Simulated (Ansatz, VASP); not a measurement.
AgCl: VASP beside Ansatz

Contents of INCAR:

```
  ALGO = Normal
  EDIFF = 1E-6
  ENCUT = 520
  GGA = PS
  ISIF = 2
  ISMEAR = 0
  LASPH = True
  LCHARG = False
  LREAL = False
  LWAVE = False
  NBANDS = 16
  NELM = 80
  PREC = Accurate
  SIGMA = 0.05
```

File KPOINTS:

```
k-points
0
Gamma
  10 10 10
```

Contents of POSCAR:

```
AgCl
1.0
    3.4339730000      0.0000000000      0.0000000000
    0.0000000000      3.4339730000      0.0000000000
    0.0000000000      0.0000000000      3.8845102576
Ag Cl
1 1
Direct
    0.0000000000      0.0000000000      0.0000000000
    0.5000000000      0.5000000000      0.5000000000
```

Input for Ansatz:

```yaml
crystal:
  lattice:
    - [3.433973, 0.0, 0.0]
    - [0.0, 3.433973, 0.0]
    - [0.0, 0.0, 3.8845102576]
  atoms:
    - { symbol: Ag, position: [0.0, 0.0, 0.0] }
    - { symbol: Cl, position: [0.5, 0.5, 0.5] }
basis:
  ecutwfc: 420
kpoints:
  mp_grid: { grid: [10, 10, 10] }
hamiltonian:
  xc: pbesol
scf:
  occupations: { method: gaussian, width: 0.05 }
output:
  forces: true
  stress: true
  eigenvalues: true
```

Change from the starting cell: strain +0.1312 x Voigt [0, 0, 1, 0, 0, 0], atoms carried along.

Alike in both runs: task single point; functional PBEsol; k mesh 10 × 10 × 10; occupations gaussian, width 0.05 eV; no spin polarisation.

|  | VASP | Ansatz |
| --- | --- | --- |
| version | VASP 6.6.1 | Ansatz 0.2.0 |
| potentials or method | VASP PAW PBE potentials, release 64 (Ag, Cl), cutoff 520 eV | scalar-relativistic, plane waves, PAW |
| valence electrons in the cell | 18 | 26 |

VASP gave:

```
gap on the k mesh at the Fermi level (eV)                     : 0.23
least direct gap on the mesh (eV)                             : 1.11
pressure (GPa)                                                : -7.8
traceless stress, the component that is largest in VASP (GPa) : -3.17
```

Q: What did Ansatz give for the same quantities?

A: gap on the k mesh at the Fermi level (eV): 0.23; least direct gap on the mesh (eV): 1.11; pressure (GPa): -7.7; traceless stress, the component that is largest in VASP (GPa): -3.17.

VASP's potentials were made for PBE, not for PBEsol. VASP's potentials hold 18 valence electrons a cell and Ansatz's 26, so a difference there can come from the potentials and not from the codes.
